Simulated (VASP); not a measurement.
A run of VASP 6.6.1 is set up as follows.

Contents of INCAR:

```
ALGO     = Normal         # electronic algorithm
EDIFF    = 1E-6           # SCF threshold, eV
ENCUT    = 520            # plane-wave cutoff, eV
GGA      = PE             # functional
ISIF     = 2              # what is computed and relaxed
ISMEAR   = 0              # smearing method
LASPH    = True           # aspherical terms in the spheres
LCHARG   = False          # write CHGCAR
LREAL    = False          # projectors in reciprocal space
LWAVE    = False          # write WAVECAR
NBANDS   = 26             # bands
NELM     = 100            # most SCF steps
PREC     = Accurate       # precision mode
SIGMA    = 0.01           # smearing width, eV
```

Contents of KPOINTS:

```
k-points
0
Gamma
  6 6 2
```

File POSCAR:

```
Al4SbP3
1.0
    3.9380991390      0.0000000000      0.0000000000
    0.0000000000      3.9380991390      0.0000000000
    0.0000000000      0.0000000000     11.1156271916
P Al Sb
3 4 1
Direct
    0.0000000000      0.0000000000      0.2347868016
    0.5000000000      0.5000000000      0.0000000000
    0.0000000000      0.0000000000      0.7652131984
    0.0000000000      0.5000000000      0.1172531531
    0.5000000000      0.0000000000      0.8827468469
    0.0000000000      0.5000000000      0.6473958935
    0.5000000000      0.0000000000      0.3526041065
    0.5000000000      0.5000000000      0.5000000000
```

Potentials or basis: VASP PAW PBE potentials, release 64 (P, Al, Sb).

Run with:

```bash
$ cat potpaw_PBE.64/P/POTCAR potpaw_PBE.64/Al/POTCAR potpaw_PBE.64/Sb/POTCAR > POTCAR
$ mpirun -np 1 vasp_std > vasp.out
```

(1) What does it give for the largest force?

(2) Estimate the band gap on the k mesh.

(3) What does it give for the pressure?

## Answers

(1) 0.135 eV/Å.

(2) 0.59 eV (least direct gap 0.80 eV).

(3) 5.2 GPa.

Caveat: the cell stands under pressure; spin-orbit coupling is left out, which moves the levels of the heavy elements.
